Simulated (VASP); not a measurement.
A run of VASP 6.6.1:

INCAR

```
SYSTEM = Mg3SeS2
PREC     = Accurate       ! precision mode
ENCUT    = 520            ! plane-wave cutoff, eV
EDIFF    = 1E-6           ! SCF threshold, eV
ISMEAR   = 0              ! smearing method
SIGMA    = 0.1            ! smearing width, eV
LREAL    = .False.        ! projectors in reciprocal space
LASPH    = .True.         ! aspherical terms in the spheres
NELM     = 60             ! most SCF steps
ALGO     = Normal         ! electronic algorithm
ISIF     = 2              ! what is computed and relaxed
LWAVE    = .False.        ! write WAVECAR
LCHARG   = .True.         ! write CHGCAR
GGA      = PE             ! functional
LELF     = .True.         ! ELF
LVHAR    = .True.       
NBANDS   = 21             ! bands
```

Contents of KPOINTS:

```
regular mesh
0
Gamma
  4 4 4
  0 0 0
```

File POSCAR:

```
Mg3SeS2
1.0
    0.0000000000      5.0173941507      6.3677682769
    2.6763798737      0.0000000000      6.3677682769
    2.6763798737      5.0173941507      0.0000000000
Mg Se S
3 1 2
Direct
    0.2080494813      0.2080494813      0.7919505187
    0.7919505187      0.7919505187      0.2080494813
    0.5000000000      0.5000000000      0.5000000000
    0.0000000000      0.0000000000      0.0000000000
    0.2515984265      0.7484015735      0.2515984265
    0.7484015735      0.2515984265      0.7484015735
```

Potentials or basis: VASP PAW PBE potentials, release 64 (Mg, Se, S).

Launch:

```console
$ cat potpaw_PBE.64/Mg/POTCAR potpaw_PBE.64/Se/POTCAR potpaw_PBE.64/S/POTCAR > POTCAR
$ mpirun -np 1 vasp_std > vasp.out
```

Hardware: 1 thread of Intel(R) Xeon(R) 6975P-C (Granite Rapids) (shared host).

Task: Estimate the wall time of this run.

Result: Run time: 73 s on 1 thread of Intel(R) Xeon(R) 6975P-C (Granite Rapids), with other jobs on the host, peak memory 0.39 GiB. Counts: scf iterations 16, k points 18.
